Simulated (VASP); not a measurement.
A run of VASP 6.6.1 is set up as follows.

The input INCAR:

```
SYSTEM = GaAs
ALGO = Normal ; EDIFF = 1E-6
ENCUT = 520 ; GGA = PE
ISIF = 2 ; ISMEAR = 0
LASPH = .TRUE. ; LCHARG = .FALSE.
LREAL = .FALSE. ; LWAVE = .FALSE.
NBANDS = 16 ; NELM = 100
PREC = Accurate ; SIGMA = 0.02
```

KPOINTS

```
k-points
0
G
  12 12 12
  0 0 0
```

File POSCAR:

```
GaAs
1.0
    0.0000000000      2.8268500000      2.8268500000
    2.8268500000      0.0000000000      2.8268500000
    2.8268500000      2.8268500000      0.0000000000
Ga As
1 1
Direct
    0.0000000000      0.0000000000      0.0000000000
    0.2500000000      0.2500000000      0.2500000000
```

Potentials or basis: VASP PAW PBE potentials, release 64 (Ga_d, As).

Launch:

```sh
$ cat potpaw_PBE.64/Ga_d/POTCAR potpaw_PBE.64/As/POTCAR > POTCAR
$ mpirun -np 1 vasp_std > vasp.out
```

(1) Estimate the pressure.

(2) What does it give for the band gap on the k mesh?

Answers

(1) 3.5 GPa.

(2) 0.52 eV, direct.
